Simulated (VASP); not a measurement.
# C (P-3m1) in VASP: further runs

Runs on C. Level: PBE+D3(BJ). Tasks: single point.

Everything below comes from runs of VASP 6.6.1. Logs are shortened: lines on timing, memory, paths and dates and some standing lists are left out, and cuts for length are marked.

### Step 1. The cell of the first run

It takes space group P-3m1 (No. 164, trigonal). Conventional cell: a = 2.465 Å, b = 2.465 Å, c = 14.977 Å, α = 90.00°, β = 90.00°, γ = 120.00°. C (site symmetry 3m) has 3 C at 1.42 Å within 1.9 Å. Within 1.9 Å of C (site symmetry 3m) lie 3 C at 1.42 Å. Within 1.9 Å of C (site symmetry 3m) lie 3 C at 1.42 Å. Within 1.9 Å of C (site symmetry 3m) lie 3 C at 1.42 Å.

### Step 2. Single point, PBE+D3(BJ)

The input, INCAR:

```
PREC = Accurate
ENCUT = 520
EDIFF = 1E-6
ISMEAR = 0
SIGMA = 0.15
LREAL = F
LASPH = T
NELM = 100
ALGO = Normal
ISIF = 2
LWAVE = F
LCHARG = F
GGA = PE
IVDW = 12
NBANDS = 26
```

The input, KPOINTS:

```
regular mesh
0
Gamma
  22 22 4
```

The input, POSCAR:

```
C
1.0
   -1.2324898335     -2.1347350114      0.0000000000
    1.2324898335     -2.1347350114      0.0000000000
    0.0000000000      0.0000000000     14.9768657407
C
8
Direct
    1.0000000000      1.0000000000      0.7873198494
    1.0000000000      1.0000000000      0.3373970827
    0.0000000000      0.0000000000      0.1124356994
    0.0000000000      0.0000000000      0.5623584661
    0.6666666667      0.6666666667      0.7873198494
    0.6666666667      0.6666666667      0.3373970827
    0.3333333333      0.3333333333      0.1124356994
    0.3333333333      0.3333333333      0.5623584661
```

Potentials or basis: VASP PAW PBE potentials, release 64 (C).

Started as:

```console
$ cat potpaw_PBE.64/C/POTCAR > POTCAR
$ mpirun -np 1 vasp_std > vasp.out
```

OUTCAR:

```text
PREC = Accurate
   ENCUT = 520
   EDIFF = 1E-6
   ISMEAR = 0
   LREAL = F
   LASPH = T
   NELM = 100
   ISIF = 2
   GGA = PE
   IVDW = 12
 IVDW          = 12

 ion  position               nearest neighbor table
   1  0.000  0.000  0.787-   5 1.42   5 1.42   5 1.42
   2  0.000  0.000  0.337-   6 1.42   6 1.42   6 1.42
   3  0.000  0.000  0.112-   7 1.42   7 1.42   7 1.42
   4  0.000  0.000  0.562-   8 1.42   8 1.42   8 1.42
   5  0.667  0.667  0.787-   1 1.42   1 1.42   1 1.42
   6  0.667  0.667  0.337-   2 1.42   2 1.42   2 1.42
   7  0.333  0.333  0.112-   3 1.42   3 1.42   3 1.42
   8  0.333  0.333  0.562-   4 1.42   4 1.42   4 1.42

  LATTYP: Found a hexagonal cell.
 ALAT       =     2.4649796670
 C/A-ratio  =     6.0758577206

  Lattice vectors:

 A1 = (  -1.2324898335,   2.1347350114,   0.0000000000)
 A2 = (  -1.2324898335,  -2.1347350114,   0.0000000000)
 A3 = (   0.0000000000,   0.0000000000,  14.9768657407)

Analysis of symmetry for initial positions (statically):
=====================================================================
 Subroutine PRICEL returns:
 Original cell was already a primitive cell.

 Routine SETGRP: Setting up the symmetry group for a
 hexagonal supercell.

 Subroutine GETGRP returns: Found 12 space group operations
 (whereof  6 operations were pure point group operations)
 out of a pool of 24 trial point group operations.

The static configuration has the point symmetry C_3v.
 The point group associated with its full space group is D_3d.

Analysis of symmetry for dynamics (positions and initial velocities):
=====================================================================
 Subroutine PRICEL returns:
 Original cell was already a primitive cell.

 Routine SETGRP: Setting up the symmetry group for a
 hexagonal supercell.

 Subroutine GETGRP returns: Found 12 space group operations
 (whereof  6 operations were pure point group operations)
 out of a pool of 24 trial point group operations.

The dynamic configuration has the point symmetry C_3v.
 The point group associated with its full space group is D_3d.

 Subroutine INISYM returns: Found 12 space group operations
 (whereof  6 operations are pure point group operations),
 and found     1 'primitive' translations

----------------------------------------------------------------------------------------

                                     Primitive cell

  volume of cell :      78.8094

  direct lattice vectors                    reciprocal lattice vectors
    -1.232489834 -2.134735011  0.000000000    -0.405682860 -0.234221108  0.000000000
     1.232489834 -2.134735011  0.000000000     0.405682860 -0.234221108  0.000000000
     0.000000000  0.000000000 14.976865741     0.000000000  0.000000000  0.066769644

  length of vectors
     2.464979667  2.464979667 14.976865741     0.468442216  0.468442216  0.066769644

  position of ions in fractional coordinates (direct lattice)
     0.000000000  0.000000000  0.787319849
     0.000000000  0.000000000  0.337397083
     0.000000000  0.000000000  0.112435699
     0.000000000  0.000000000  0.562358466
     0.666666667  0.666666667  0.787319849
     0.666666667  0.666666667  0.337397083
     0.333333333  0.333333333  0.112435699
     0.333333333  0.333333333  0.562358466

  ion indices of the primitive-cell ions
   primitive index   ion index
                 1           1
                 2           2
                 3           3
                 4           4
                 5           5
                 6           6
                 7           7
                 8           8

----------------------------------------------------------------------------------------

 KPOINTS: regular mesh

Automatic generation of k-mesh.
 Grid dimensions read from file:
 generate k-points for:   22   22    4

 Generating k-lattice:

  Cartesian coordinates                     Fractional coordinates (reciprocal lattice)
    -0.018440130 -0.010646414  0.000000000     0.045454545 -0.000000000  0.000000000
     0.018440130 -0.010646414  0.000000000    -0.000000000  0.045454545  0.000000000
     0.000000000  0.000000000  0.016692411     0.000000000  0.000000000  0.250000000

  Length of vectors
     0.021292828  0.021292828  0.016692411

  Shift w.r.t. Gamma in fractional coordinates (k-lattice)
     0.000000000  0.000000000  0.000000000

 Subroutine IBZKPT returns following result:
 ===========================================

 Found    196 irreducible k-points:

 Following reciprocal coordinates:
            Coordinates               Weight
  0.000000  0.000000  0.000000      1.000000
  0.045455  0.000000  0.000000      6.000000
  0.090909  0.000000  0.000000      6.000000
  0.136364  0.000000  0.000000      6.000000
  0.181818 -0.000000  0.000000      6.000000
  0.227273  0.000000  0.000000      6.000000
[... 16 lines left out ...]
  0.181818  0.090909  0.000000      6.000000
  0.227273  0.090909  0.000000     12.000000
 [... further k-points ...]
   k-points           NKPTS =    196   k-points in BZ     NKDIM =    196   number of bands    NBANDS=     26
   number of dos      NEDOS =    301   number of ions     NIONS =      8
   total plane-waves  NPLWV =  36288
   dimension x,y,z NGX =    18 NGY =   18 NGZ =  112
   dimension x,y,z NGXF=    36 NGYF=   36 NGZF=  224
   ions per type =               8
   NGX,Y,Z   is equivalent  to a cutoff of  12.14, 12.14, 12.43 a.u.
   NGXF,Y,Z  is equivalent  to a cutoff of  24.28, 24.28, 24.86 a.u.
 SYSTEM =  unknown system
   PREC   = accura    normal or accurate (medium, high low for compatibility)
   ISTART =      0    job   : 0-new  1-cont  2-samecut
   ICHARG =      2    charge: 1-file 2-atom 10-const
   ISPIN  =      1    spin polarized calculation?
   LNONCOLLINEAR =      F non collinear calculations
   LSORBIT =      F    spin-orbit coupling
   LASPH  =      T    aspherical Exc in radial PAW
   ENCUT  =  520.0 eV  38.22 Ry    6.18 a.u.   4.58  4.58 27.85*2*pi/ulx,y,z
   NELM   =    100;   NELMIN=  2; NELMDL= -5     # of ELM steps
   EDIFF  = 0.1E-05   stopping-criterion for ELM
   LREAL  =      F    real-space projection
   EDIFFG = 0.1E-04   stopping-criterion for IOM
   NSW    =      0    number of steps for IOM
   IBRION =     -1    ionic relax: 0-MD 1-quasi-New 2-CG
   NFREE  =      0    steps in history (QN), initial steepest desc. (CG)
   ISIF   =      2    stress and relaxation
   ISYM   =      2    0-nonsym 1-usesym 2-fastsym
   POTIM  = 0.5000    time-step for ionic-motion
   TEBEG  =    0.0;   TEEND  =   0.0 temperature during run
   PSTRESS=    0.0 pullay stress
   NELECT =      32.0000    total number of electrons
   NUPDOWN=      -1.0000    fix difference up-down
   EMIN   =  10.00;   EMAX   =-10.00  energy-range for DOS
   EFERMI =   0.00;   METHOD = LEGACY
   ISMEAR =     0;   SIGMA  =   0.15  broadening in eV -4-tet -1-fermi 0-gaus
   EFERMI_NEDOS =   21; number of points for ismear=-14 and -15
   IALGO  =     38    algorithm
   IMIX   =      4    mixing-type and parameters
     AMIX     =   0.40;   BMIX     =  1.00
     AMIX_MAG =   1.60;   BMIX_MAG =  1.00
  volume/ion in A,a.u.               =       9.85        66.48
  Fermi-wavevector in a.u.,A,eV,Ry     =   1.212268  2.290855 19.995045  1.469594
  Thomas-Fermi vector in A             =   2.347758
   LORBIT       =      0    0 simple, 1 ext, 2 COOP (PROOUT), +10 PAW based schemes
   GGA     = PE    functional components
   LHFCALC =     F    Hartree Fock is set to
   AEXX    =    0.0000 exact exchange contribution
   IVDW    =    12    specifies the selected vdW correction
   LEPSILON=     F    determine dielectric tensor
   LRPA    =     F    only Hartree local field effects (RPA)
 non-spin polarized calculation
 Gauss-broadening in eV      SIGMA  =   0.15
  energy-cutoff  :      520.00
  volume of cell :       78.81
 maximum number of plane-waves:      2155
   NGX =  9   NGY =  9   NGZ = 55

 number of electron      31.9999990 magnetization

 Free energy of the ion-electron system (eV)
  ---------------------------------------------------
  ext. energy  EPLUGINS =         0.00000000
  ---------------------------------------------------
  free energy    TOTEN  =       -73.72596597 eV

  energy without entropy =      -73.72557655  energy(sigma->0) =      -73.72577126

 E-fermi :   3.7784     XC(G=0):  -9.5261

 val. band max:        3.5846571808   @ k =  -0.3636   0.3182   0.0000
 cond. band min:       3.9735504469   @ k =  -0.3636   0.3182   0.0000
 fundamental gap:      0.3888932661
 Fermi energy:         3.7783561422

 k-point     1 :       0.0000    0.0000    0.0000
  band No.  band energies     occupation
      1     -15.8778      2.00000
      2     -15.7995      2.00000
      3     -15.7121      2.00000
      4     -15.6409      2.00000
      5      -4.6023      2.00000
      6      -4.1214      2.00000
[... 18 lines left out ...]
     25      12.1076      0.00000
     26      12.1119      0.00000

 k-point     2 :       0.0455    0.0000    0.0000
  band No.  band energies     occupation
      1     -15.8285      2.00000
      2     -15.7505      2.00000
      3     -15.6634      2.00000
      4     -15.5924      2.00000
      5      -4.5427      2.00000
      6      -4.0626      2.00000
[... 18 lines left out ...]
     25      12.3053      0.00000
     26      12.3193      0.00000

 k-point     3 :       0.0909    0.0000    0.0000
  band No.  band energies     occupation
      1     -15.6809      2.00000
      2     -15.6036      2.00000
      3     -15.5172      2.00000
      4     -15.4469      2.00000
      5      -4.3640      2.00000
      6      -3.8866      2.00000
[... 572 lines left out ...]
 k-point    23 :       0.1818    0.0909    0.0000
  band No.  band energies     occupation
      1     -15.2885      2.00000
      2     -15.2130      2.00000
      3     -15.1287      2.00000
      4     -15.0602      2.00000
      5      -3.8905      2.00000
      6      -3.4205      2.00000
[... 18 lines left out ...]
     25      13.4116      0.00000
     26      13.4946      0.00000

 k-point    24 :       0.2273    0.0909    0.0000
  band No.  band energies     occupation
      1     -14.9466      2.00000
      2     -14.8726      2.00000
      3     -14.7901      2.00000
      4     -14.7232      2.00000
      5      -3.4798      2.00000
      6      -3.0167      2.00000
[... 18 lines left out ...]
     25      12.7498      0.00000
     26      12.7976      0.00000

 [... further k-points ...]

------------------------ aborting loop because EDIFF is reached ----------------------------------------

 Edisp (eV)   -1.14277

 E8    (eV) :    -0.3247

  FORCE on cell =-STRESS in cart. coord.  units (eV):
  Direction    XX          YY          ZZ          XY          YZ          ZX
  --------------------------------------------------------------------------------------
  -------------------------------------------------------------------------------------
  Total       0.34079     0.34079    -0.16129     0.00000     0.00000     0.00000
  in kB       6.92814     6.92814    -3.27901     0.00000     0.00000     0.00000
  external pressure =        3.53 kB  Pullay stress =        0.00 kB

 VOLUME and BASIS-vectors are now :
 -----------------------------------------------------------------------------
  energy-cutoff  :      520.00
  volume of cell :       78.81
      direct lattice vectors                 reciprocal lattice vectors
    -1.232489834 -2.134735011  0.000000000    -0.405682860 -0.234221108  0.000000000
     1.232489834 -2.134735011  0.000000000     0.405682860 -0.234221108  0.000000000
     0.000000000  0.000000000 14.976865741     0.000000000  0.000000000  0.066769644

 POSITION                                       TOTAL-FORCE (eV/Angst)
 -----------------------------------------------------------------------------------
      0.00000      0.00000     11.79158        -0.000000     -0.000000      0.014482
      0.00000      0.00000      5.05315         0.000000     -0.000000      0.001303
      0.00000      0.00000      1.68393         0.000000      0.000000     -0.014482
      0.00000      0.00000      8.42237        -0.000000      0.000000     -0.001303
      0.00000     -2.84631     11.79158        -0.000000      0.000000      0.026461
      0.00000     -2.84631      5.05315         0.000000     -0.000000      0.001645
      0.00000     -1.42316      1.68393         0.000000     -0.000000     -0.026461
      0.00000     -1.42316      8.42237        -0.000000      0.000000     -0.001645
 -----------------------------------------------------------------------------------
    total drift:                               -0.000000     -0.000000     -0.000004

  FREE ENERGIE OF THE ION-ELECTRON SYSTEM (eV)
  ---------------------------------------------------
  free  energy   TOTEN  =       -74.8687350751 eV

  energy  without entropy=      -74.8683456495  energy(sigma->0) =      -74.86854036
```

Wall time 5.1 min (1 thread of Oxide Virtual Turin-like, shared host); peak memory 0.34 GiB.

What came out:

| Quantity | Value |
| --- | --- |
| Free energy | -74.8687 eV |
| Pressure | 0.4 GPa |
| Largest force | 0.026 eV/Å |
| Band gap on the k mesh | 0.39 eV, direct |
| Dispersion energy per atom | -0.143 eV |

Forces on the atoms (eV/Å):
```
C    0.000  0.000  0.014
C    0.000  0.000  0.001
C    0.000  0.000 -0.014
C    0.000  0.000 -0.001
C    0.000  0.000  0.026
C    0.000  0.000  0.002
C    0.000  0.000 -0.026
C    0.000  0.000 -0.002
```

Levels at points of the mesh, in eV from the valence-band top:
```
           k point  band 14  band 15  band 16  band 17  band 18  band 19
(0.00, 0.00, 0.00)    -2.84    -2.84    -2.84     3.56     5.58     6.36
(0.50, 0.00, 0.00)    -2.29    -2.09    -1.96     1.67     1.76     1.94
(0.00, 0.00, 0.50)    -2.84    -2.84    -2.84     3.71     4.93     7.55
(0.50, 0.00, 0.50)    -2.31    -2.07    -1.96     1.67     1.74     1.98
```

### Step 3. Single point, PBE+D3(BJ)

This run uses another cell than the first one, of 10.18 Å³/atom, 1.033 times its volume.

The input, INCAR:

```
  PREC = Accurate
  ENCUT = 520
  EDIFF = 1E-6
  ISMEAR = 0
  SIGMA = 0.15
  LREAL = False
  LASPH = True
  NELM = 60
  ALGO = Normal
  ISIF = 2
  LWAVE = False
  LCHARG = False
  GGA = PE
  IVDW = 12
  NBANDS = 26
```

KPOINTS is that of step 2.

The input, POSCAR:

```
C
1.0
   -1.2324898335     -2.1347350114      0.0000000000
    1.2324898335     -2.1347350114      0.0000000000
    0.0000000000      0.0000000000     15.4768657407
C
8
Direct
    1.0000000000      1.0000000000      0.7618844718
    1.0000000000      1.0000000000      0.3264970372
    0.0000000000      0.0000000000      0.1088033199
    0.0000000000      0.0000000000      0.5441907545
    0.6666666667      0.6666666667      0.7618844718
    0.6666666667      0.6666666667      0.3264970372
    0.3333333333      0.3333333333      0.1088033199
    0.3333333333      0.3333333333      0.5441907545
```

Potentials or basis: VASP PAW PBE potentials, release 64 (C).

Started as:

```console
$ cat potpaw_PBE.64/C/POTCAR > POTCAR
$ mpirun -np 1 vasp_std > vasp.out
```

Wall time 5.8 min (1 thread of Oxide Virtual Turin-like, shared host); peak memory 0.35 GiB.

The run converged. Its results:

```
Free energy                : -74.8545 eV
Pressure                   : 0.4 GPa
Largest force              : 0.021 eV/Å
Band gap on the k mesh     : 0.39 eV, direct
Dispersion energy per atom : -0.141 eV
```

Forces on the atoms (eV/Å):
```
C    0.000  0.000  0.009
C    0.000  0.000  0.002
C    0.000  0.000 -0.009
C    0.000  0.000 -0.002
C    0.000  0.000  0.021
C    0.000  0.000  0.002
C    0.000  0.000 -0.021
C    0.000  0.000 -0.002
```

Stress tensor (GPa, compression positive):
```
 0.67  0.00  0.00
 0.00  0.67  0.00
 0.00  0.00 -0.21
```

Levels at points of the mesh, in eV from the valence-band top:
```csv
k point,band 14,band 15,band 16,band 17,band 18,band 19
"(0.00, 0.00, 0.00)",-2.84,-2.84,-2.84,3.40,5.44,6.07
"(0.50, 0.00, 0.00)",-2.29,-2.08,-1.96,1.67,1.75,1.96
"(0.00, 0.00, 0.50)",-2.84,-2.84,-2.84,3.50,4.85,7.33
"(0.50, 0.00, 0.50)",-2.30,-2.08,-1.96,1.67,1.75,1.98
```

A k mesh can miss the band edges.

### Step 4. Single point, PBE+D3(BJ)

This run uses another cell than the first one, of 10.84 Å³/atom, 1.100 times its volume.

The input, INCAR:

```
PREC = Accurate
ENCUT = 520
EDIFF = 1E-6
ISMEAR = 0
SIGMA = 0.15
LREAL = F
LASPH = T
NELM = 60
ALGO = Normal
ISIF = 2
LWAVE = F
LCHARG = T
GGA = PE
IVDW = 12
LELF = T
LVHAR = T
NBANDS = 26
```

The input, KPOINTS:

```
Automatic mesh
0
Gamma
  22 22 4
```

The input, POSCAR:

```
C
1.0
   -1.2324898335     -2.1347350114      0.0000000000
    1.2324898335     -2.1347350114      0.0000000000
    0.0000000000      0.0000000000     16.4768657407
C
8
Direct
    1.0000000000      1.0000000000      0.7156448238
    1.0000000000      1.0000000000      0.3066815552
    0.0000000000      0.0000000000      0.1021999208
    0.0000000000      0.0000000000      0.5111631895
    0.6666666667      0.6666666667      0.7156448238
    0.6666666667      0.6666666667      0.3066815552
    0.3333333333      0.3333333333      0.1021999208
    0.3333333333      0.3333333333      0.5111631895
```

Started as:

```console
$ cat potpaw_PBE.64/C/POTCAR > POTCAR
$ mpirun -np 1 vasp_std > vasp.out
```

It took 6.3 min on 1 thread of Oxide Virtual Turin-like, shared host; peak memory 0.37 GiB.

The run converged. Its results:

```
Free energy                : -74.8391 eV
Pressure                   : 0.4 GPa
Largest force              : 0.015 eV/Å
Band gap on the k mesh     : 0.39 eV, direct
Dispersion energy per atom : -0.139 eV
```

Forces in eV/Å, atoms in the order of the input:
```
C    0.000  0.000  0.003
C    0.000  0.000  0.002
C    0.000  0.000 -0.003
C    0.000  0.000 -0.002
C    0.000  0.000  0.015
C    0.000  0.000  0.002
C    0.000  0.000 -0.015
C    0.000  0.000 -0.002
```

Stress tensor (GPa, compression positive):
```
 0.63  0.00  0.00
 0.00  0.63  0.00
 0.00  0.00 -0.09
```

Levels at points of the mesh, in eV from the valence-band top:
```tsv
k point	band 12	band 13	band 14	band 15	band 16	band 17	band 18	band 19	band 20	band 21
(0.00, 0.00, 0.00)	-2.85	-2.84	-2.84	-2.84	-2.84	3.29	5.28	5.40	8.29	8.49
(0.50, 0.00, 0.00)	-6.21	-2.51	-2.30	-2.08	-1.96	1.67	1.75	1.96	2.22	7.41
(0.00, 0.00, 0.50)	-2.85	-2.84	-2.84	-2.84	-2.84	3.36	4.65	6.67	7.01	8.49
(0.50, 0.00, 0.50)	-6.21	-2.51	-2.30	-2.08	-1.96	1.67	1.75	1.97	2.22	7.41
```

A k mesh can miss the band edges.

### Step 5. Summary

```csv
cell,gap on the mesh (eV),pressure (GPa),largest force (eV/Å)
"a = 2.465, b = 2.465, c = 14.977 Å, angles 90.0, 90.0, 60.0°, 8 atoms",0.39,0.4,0.03
"a = 2.465, b = 2.465, c = 15.477 Å, angles 90.0, 90.0, 60.0°, 8 atoms",0.39,0.4,0.02
"a = 2.465, b = 2.465, c = 16.477 Å, angles 90.0, 90.0, 60.0°, 8 atoms",0.39,0.4,0.02
```

Alike in all rows: task single point; level PBE+D3(BJ); potentials or basis VASP PAW PBE potentials, release 64 (C); no spin polarisation; k mesh 22 × 22 × 4; cutoff (eV) 520; smearing gaussian 0.15 eV.

Total energies depend on the potentials used, so only differences within one code and one set of settings carry meaning.
